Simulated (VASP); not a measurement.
# Si (Fd-3m) in VASP: single point with PBE

Aim: the single point of Si with PBE.

All numbers are computed with VASP 6.6.1; they aren't measurements. Logs are shortened: lines on timing, memory, paths and dates and some standing lists are left out, and cuts for length are marked.

## Step 1: The cell of the first run

It takes space group Fd-3m (No. 227, cubic). Conventional cell: a = 5.470 Å, b = 5.470 Å, c = 5.470 Å, α = 90.00°, β = 90.00°, γ = 90.00°. Si (site symmetry -43m) has 4 Si at 2.37 Å within 3.1 Å.

## Step 2: Single point, PBE

INCAR

```
SYSTEM = Si
PREC = Accurate
ENCUT = 500
EDIFF = 1E-6
ISMEAR = 0
SIGMA = 0.02
LREAL = .FALSE.
LASPH = .TRUE.
NELM = 120
ALGO = Normal
ISIF = 2
LWAVE = .FALSE.
LCHARG = .FALSE.
GGA = PE
NBANDS = 11
GGA_COMPAT = .FALSE.
```

KPOINTS

```
Automatic mesh
0
G
  8 8 8
  0 0 0
```

POSCAR

```
Si
1.0
    0.0000000000      2.7347887104      2.7347887104
    2.7347887104      0.0000000000      2.7347887104
    2.7347887104      2.7347887104      0.0000000000
Si
2
Direct
    0.0000000000      0.0000000000      0.0000000000
    0.2500000000      0.2500000000      0.2500000000
```

Potentials or basis: VASP PAW PBE potentials, release 64 (Si).

The run is started by

```
$ cat potpaw_PBE.64/Si/POTCAR > POTCAR
$ mpirun -np 1 vasp_std > vasp.out
```

OUTCAR:

```text
SYSTEM = Si
   PREC = Accurate
   ENCUT = 500
   EDIFF = 1E-6
   ISMEAR = 0
   LREAL = .FALSE.
   LASPH = .TRUE.
   NELM = 120
   ISIF = 2
   GGA = PE

 ion  position               nearest neighbor table
   1  0.000  0.000  0.000-   2 2.37   2 2.37   2 2.37   2 2.37
   2  0.250  0.250  0.250-   1 2.37   1 2.37   1 2.37   1 2.37

  LATTYP: Found a face centered cubic cell.
 ALAT       =     5.4695774208

  Lattice vectors:

 A1 = (   0.0000000000,   2.7347887104,   2.7347887104)
 A2 = (   2.7347887104,   0.0000000000,   2.7347887104)
 A3 = (   2.7347887104,   2.7347887104,   0.0000000000)

Analysis of symmetry for initial positions (statically):
=====================================================================
 Subroutine PRICEL returns:
 Original cell was already a primitive cell.

 Routine SETGRP: Setting up the symmetry group for a
 face centered cubic supercell.

 Subroutine GETGRP returns: Found 48 space group operations
 (whereof 24 operations were pure point group operations)
 out of a pool of 48 trial point group operations.

The static configuration has the point symmetry T_d .
 The point group associated with its full space group is O_h .

Analysis of symmetry for dynamics (positions and initial velocities):
=====================================================================
 Subroutine PRICEL returns:
 Original cell was already a primitive cell.

 Routine SETGRP: Setting up the symmetry group for a
 face centered cubic supercell.

 Subroutine GETGRP returns: Found 48 space group operations
 (whereof 24 operations were pure point group operations)
 out of a pool of 48 trial point group operations.

The dynamic configuration has the point symmetry T_d .
 The point group associated with its full space group is O_h .

 Subroutine INISYM returns: Found 48 space group operations
 (whereof 24 operations are pure point group operations),
 and found     1 'primitive' translations

----------------------------------------------------------------------------------------

                                     Primitive cell

  volume of cell :      40.9073

  direct lattice vectors                    reciprocal lattice vectors
     0.000000000  2.734788710  2.734788710    -0.182829481  0.182829481  0.182829481
     2.734788710  0.000000000  2.734788710     0.182829481 -0.182829481  0.182829481
     2.734788710  2.734788710  0.000000000     0.182829481  0.182829481 -0.182829481

  length of vectors
     3.867575284  3.867575284  3.867575284     0.316669950  0.316669950  0.316669950

  position of ions in fractional coordinates (direct lattice)
     0.000000000  0.000000000  0.000000000
     0.250000000  0.250000000  0.250000000

  ion indices of the primitive-cell ions
   primitive index   ion index
                 1           1
                 2           2

----------------------------------------------------------------------------------------

 KPOINTS: Automatic mesh

Automatic generation of k-mesh.
 Grid dimensions read from file:
 generate k-points for:    8    8    8

 Generating k-lattice:

  Cartesian coordinates                     Fractional coordinates (reciprocal lattice)
    -0.022853685  0.022853685  0.022853685     0.125000000  0.000000000  0.000000000
     0.022853685 -0.022853685  0.022853685     0.000000000  0.125000000  0.000000000
     0.022853685  0.022853685 -0.022853685     0.000000000  0.000000000  0.125000000

  Length of vectors
     0.039583744  0.039583744  0.039583744

  Shift w.r.t. Gamma in fractional coordinates (k-lattice)
     0.000000000  0.000000000  0.000000000

 Subroutine IBZKPT returns following result:
 ===========================================

 Found     29 irreducible k-points:

 Following reciprocal coordinates:
            Coordinates               Weight
  0.000000  0.000000  0.000000      1.000000
  0.125000  0.000000  0.000000      8.000000
  0.250000  0.000000  0.000000      8.000000
  0.375000  0.000000  0.000000      8.000000
  0.500000  0.000000  0.000000      4.000000
  0.125000  0.125000  0.000000      6.000000
[... 16 lines left out ...]
  0.500000  0.250000  0.125000     48.000000
 -0.375000  0.250000  0.125000     24.000000
 [... further k-points ...]
   k-points           NKPTS =     29   k-points in BZ     NKDIM =     29   number of bands    NBANDS=     11
   number of dos      NEDOS =    301   number of ions     NIONS =      2
   total plane-waves  NPLWV =  21952
   dimension x,y,z NGX =    28 NGY =   28 NGZ =   28
   dimension x,y,z NGXF=    56 NGYF=   56 NGZF=   56
   ions per type =               2
   NGX,Y,Z   is equivalent  to a cutoff of  12.04, 12.04, 12.04 a.u.
   NGXF,Y,Z  is equivalent  to a cutoff of  24.07, 24.07, 24.07 a.u.
 SYSTEM =  Si
   PREC   = accura    normal or accurate (medium, high low for compatibility)
   ISTART =      0    job   : 0-new  1-cont  2-samecut
   ICHARG =      2    charge: 1-file 2-atom 10-const
   ISPIN  =      1    spin polarized calculation?
   LNONCOLLINEAR =      F non collinear calculations
   LSORBIT =      F    spin-orbit coupling
   LASPH  =      T    aspherical Exc in radial PAW
   ENCUT  =  500.0 eV  36.75 Ry    6.06 a.u.   7.05  7.05  7.05*2*pi/ulx,y,z
   NELM   =    120;   NELMIN=  2; NELMDL= -5     # of ELM steps
   EDIFF  = 0.1E-05   stopping-criterion for ELM
   LREAL  =      F    real-space projection
   EDIFFG = 0.1E-04   stopping-criterion for IOM
   NSW    =      0    number of steps for IOM
   IBRION =     -1    ionic relax: 0-MD 1-quasi-New 2-CG
   NFREE  =      0    steps in history (QN), initial steepest desc. (CG)
   ISIF   =      2    stress and relaxation
   ISYM   =      2    0-nonsym 1-usesym 2-fastsym
   POTIM  = 0.5000    time-step for ionic-motion
   TEBEG  =    0.0;   TEEND  =   0.0 temperature during run
   PSTRESS=    0.0 pullay stress
   NELECT =       8.0000    total number of electrons
   NUPDOWN=      -1.0000    fix difference up-down
   EMIN   =  10.00;   EMAX   =-10.00  energy-range for DOS
   EFERMI =   0.00;   METHOD = LEGACY
   ISMEAR =     0;   SIGMA  =   0.02  broadening in eV -4-tet -1-fermi 0-gaus
   EFERMI_NEDOS =   21; number of points for ismear=-14 and -15
   IALGO  =     38    algorithm
   IMIX   =      4    mixing-type and parameters
     AMIX     =   0.40;   BMIX     =  1.00
     AMIX_MAG =   1.60;   BMIX_MAG =  1.00
  volume/ion in A,a.u.               =      20.45       138.03
  Fermi-wavevector in a.u.,A,eV,Ry     =   0.950250  1.795711 12.285712  0.902974
  Thomas-Fermi vector in A             =   2.078609
   LORBIT       =      0    0 simple, 1 ext, 2 COOP (PROOUT), +10 PAW based schemes
   GGA     = PE    functional components
   LHFCALC =     F    Hartree Fock is set to
   AEXX    =    0.0000 exact exchange contribution
   IVDW    =     0    specifies the selected vdW correction
   LEPSILON=     F    determine dielectric tensor
   LRPA    =     F    only Hartree local field effects (RPA)
 non-spin polarized calculation
 Gauss-broadening in eV      SIGMA  =   0.02
  energy-cutoff  :      500.00
  volume of cell :       40.91
 maximum number of plane-waves:      1056
   NGX = 15   NGY = 15   NGZ = 15

 number of electron       8.0000000 magnetization

 Free energy of the ion-electron system (eV)
  ---------------------------------------------------
  ext. energy  EPLUGINS =         0.00000000
  ---------------------------------------------------
  free energy    TOTEN  =       -10.84606738 eV

  energy without entropy =      -10.84606738  energy(sigma->0) =      -10.84606738

 E-fermi :   5.7240     XC(G=0):  -9.3248

 val. band max:        5.6127082622   @ k =   0.0000   0.0000   0.0000
 cond. band min:       6.2634314026   @ k =   0.3750   0.3750   0.0000
 fundamental gap:      0.6507231404
 Fermi energy:         5.7239666125

 k-point     1 :       0.0000    0.0000    0.0000
  band No.  band energies     occupation
      1      -6.1991      2.00000
      2       5.6127      2.00000
      3       5.6127      2.00000
      4       5.6127      2.00000
      5       8.1690      0.00000
      6       8.1690      0.00000
      7       8.1690      0.00000
      8       8.7413      0.00000
      9      13.3211      0.00000
     10      13.3211      0.00000
     11      13.4880      0.00000

 k-point     2 :       0.1250    0.0000    0.0000
  band No.  band energies     occupation
      1      -5.9987      2.00000
      2       4.0220      2.00000
      3       5.3304      2.00000
      4       5.3304      2.00000
      5       8.0542      0.00000
      6       8.5843      0.00000
      7       8.5843      0.00000
      8      10.1415      0.00000
      9      12.8483      0.00000
     10      12.8483      0.00000
     11      14.2635      0.00000

 k-point     3 :       0.2500    0.0000    0.0000
  band No.  band energies     occupation
      1      -5.4145      2.00000
      2       1.7272      2.00000
      3       4.8679      2.00000
      4       4.8679      2.00000
      5       7.5703      0.00000
      6       9.1021      0.00000
      7       9.1021      0.00000
      8      12.3601      0.00000
      9      12.7992      0.00000
     10      12.7992      0.00000
     11      14.5406      0.00000

 k-point     4 :       0.3750    0.0000    0.0000
  band No.  band energies     occupation
      1      -4.5404      2.00000
      2      -0.2564      2.00000
      3       4.5453      2.00000
      4       4.5453      2.00000
      5       7.2057      0.00000
      6       9.0654      0.00000
      7       9.0654      0.00000
      8      13.4488      0.00000
      9      14.1506      0.00000
     10      14.1506      0.00000
     11      15.1210      0.00000
[... 239 lines left out ...]
 k-point    22 :       0.3750    0.2500    0.1250
  band No.  band energies     occupation
      1      -4.8947      2.00000
      2       1.3449      2.00000
      3       2.9617      2.00000
      4       4.2131      2.00000
      5       8.0555      0.00000
      6       9.4381      0.00000
      7       9.8156      0.00000
      8      11.0522      0.00000
      9      13.3240      0.00000
     10      15.7152      0.00000
     11      16.5747      0.00000

 k-point    23 :       0.5000    0.2500    0.1250
  band No.  band energies     occupation
      1      -4.0256      2.00000
      2      -0.1740      2.00000
      3       2.3578      2.00000
      4       3.7259      2.00000
      5       8.4766      0.00000
      6       9.1419      0.00000
      7      10.5895      0.00000
      8      11.4898      0.00000
      9      14.5417      0.00000
     10      15.2374      0.00000
     11      17.5131      0.00000

 k-point    24 :      -0.3750    0.2500    0.1250
  band No.  band energies     occupation
      1      -3.3917      2.00000
      2      -1.0931      2.00000
      3       2.2264      2.00000
      4       3.5030      2.00000
      5       8.6354      0.00000
      6       8.7591      0.00000
      7      11.4582      0.00000
      8      12.6777      0.00000
      9      12.9181      0.00000
     10      16.1190      0.00000
     11      17.1631      0.00000

 [... further k-points ...]
[... 5 lines left out ...]
  --------------------------------------------------------------------------------------
  -------------------------------------------------------------------------------------
  Total       -0.0101758     -0.0101758     -0.0101758     -0.0000000     -0.0000000     -0.0000000
  in kB       -0.3985437     -0.3985437     -0.3985437     -0.0000000     -0.0000000     -0.0000000
  external PRESSURE =      -0.3985437 kB  Pullay stress =       0.0000000 kB

 VOLUME and BASIS-vectors are now :
 -----------------------------------------------------------------------------
  energy-cutoff  :      500.00
  volume of cell :       40.91
      direct lattice vectors                 reciprocal lattice vectors
     0.000000000  2.734788710  2.734788710    -0.182829481  0.182829481  0.182829481
     2.734788710  0.000000000  2.734788710     0.182829481 -0.182829481  0.182829481
     2.734788710  2.734788710  0.000000000     0.182829481  0.182829481 -0.182829481

 POSITION                                       TOTAL-FORCE (eV/Angst)
 -----------------------------------------------------------------------------------
      0.00000      0.00000      0.00000        -0.000000     -0.000000     -0.000000
      1.36739      1.36739      1.36739         0.000000      0.000000      0.000000
 -----------------------------------------------------------------------------------
    total drift:                                0.000000      0.000000     -0.000000

  FREE ENERGIE OF THE ION-ELECTRON SYSTEM (eV)
  ---------------------------------------------------
  free  energy   TOTEN  =       -10.8460673795 eV

  energy  without entropy=      -10.8460673795  energy(sigma->0) =      -10.84606738
```

Run time: 6.1 s. Hardware: 1 thread of Intel Xeon Platinum 8488C (Sapphire Rapids), shared host; peak memory 0.14 GiB.

What came out:

```
Free energy            : -10.8461 eV
Pressure               : 0.0 GPa
Band gap on the k mesh : 0.65 eV, indirect (least direct gap 2.56 eV)
```

Levels at points of the mesh, in eV from the valence-band top:
```
           k point  band 2  band 3  band 4  band 5  band 6  band 7
(0.00, 0.00, 0.00)    0.00    0.00    0.00    2.56    2.56    2.56
(0.50, 0.00, 0.00)   -6.87   -1.18   -1.18    1.46    3.35    3.35
(0.50, 0.50, 0.00)   -7.74   -2.79   -2.79    0.75    0.75    9.93
```

A k mesh can miss the band edges. PBE gaps usually lie below the measured ones, often by a third to a half.
